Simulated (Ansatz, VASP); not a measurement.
## Sn2As3 in VASP and in Ansatz

```
Sn As
1.0
     4.01180    0.00000    0.00000
    -2.00590    3.47432    0.00000
     0.00000    0.00000    9.27424
Sn As
2 3
Direct
  0.33333 0.66667 0.18363
  0.66667 0.33333 0.81637
  0.00000 0.00000 0.00000
  0.33333 0.66667 0.56875
  0.66667 0.33333 0.43125
```

Alike in both runs: functional PBE; k mesh 6 × 6 × 4; occupations gaussian, width 0.1 eV; no spin polarisation.

Ansatz relaxed the structure, and its values are those at the end. VASP's run is a single point on that final structure, the one shown.

```csv
,VASP,Ansatz
version,VASP 6.6.1,Ansatz 0.2.0
potentials or method,"VASP PAW PBE potentials, release 64 (Sn_d, As), cutoff 520 eV","scalar-relativistic, plane waves, PAW"
valence electrons in the cell,43,73
```

Ansatz gave:

| Property | Result |
| --- | --- |
| gap on the k mesh at the Fermi level (eV) | none |
| pressure (GPa) | -0.2 |
| rms of the force components (eV/Å) | 0.011 |

Task: Which values does VASP return?

Result: gap on the k mesh at the Fermi level (eV): none; pressure (GPa): -0.1; rms of the force components (eV/Å): 0.009.

A gap of «none» marks a metal or a gap that the smearing closes. VASP's potentials hold 43 valence electrons a cell and Ansatz's 73, so a difference there can come from the potentials and not from the codes.
